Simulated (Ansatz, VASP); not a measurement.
**Pb: VASP beside Ansatz**

Contents of INCAR:

```
SYSTEM = Pb
ALGO = Normal ; EDIFF = 1E-6
ENCUT = 500 ; GGA = LIBXC
GGA_COMPAT = .False. ; ISIF = 2
ISMEAR = 0 ; LASPH = .True.
LCHARG = .True. ; LELF = .True.
LIBXC1 = GGA_X_PBE ; LIBXC2 = GGA_C_PBE_SOL
LREAL = .False. ; LVHAR = .True.
LWAVE = .False. ; NBANDS = 13
NELM = 120 ; PREC = Accurate
SIGMA = 0.01
```

File KPOINTS:

```
k-points
0
Gamma
  9 9 9
  0 0 0
```

File POSCAR:

```
Pb
1.0
   -2.0057107064      2.0057107064      2.0057107064
    2.0057107064     -2.0057107064      2.0057107064
    2.0057107064      2.0057107064     -2.0057107064
Pb
1
Direct
    0.0000000000      0.0000000000      0.0000000000
```

The input input.yaml:

```yaml
crystal:
  lattice:
    - [-2.0057107064, 2.0057107064, 2.0057107064]
    - [2.0057107064, -2.0057107064, 2.0057107064]
    - [2.0057107064, 2.0057107064, -2.0057107064]
  atoms:
    - { symbol: Pb, position: [0.0, 0.0, 0.0] }
kpoints:
  mp_grid: { grid: [9, 9, 9] }
scf:
  occupations: { method: gaussian, width: 0.01 }
hamiltonian:
  xc: { exchange: pbe, correlation: pbesol }
  pseudopotentials: { kind: all_electron, lapw: { basis_error: 0.0005 } }
output:
  forces: true
  stress: true
  eigenvalues: true
```

Change from the starting cell: volume scaled by 1.04.

Alike in both runs: task single point; functional pbe exchange, pbesol correlation; k mesh 9 × 9 × 9; occupations gaussian, width 0.01 eV; no spin polarisation.

```csv
,VASP,Ansatz
version,VASP 6.6.1,Ansatz 0.2.0
potentials or method,"VASP PAW PBE potentials, release 64 (Pb_d), cutoff 500 eV","all-electron LAPW, scalar-relativistic"
```

|  | VASP | Ansatz | Ansatz less VASP |
| --- | --- | --- | --- |
| gap on the k mesh at the Fermi level (eV) | none | none | - |
| pressure (GPa) | -0.4 | -0.3 | +0.06 |

VASP's potentials were made for PBE, not for pbe exchange, pbesol correlation. A gap of «none» marks a metal or a gap that the smearing closes. Ansatz ran all-electron here, and VASP with PAW potentials.

Spin-orbit coupling is off throughout.
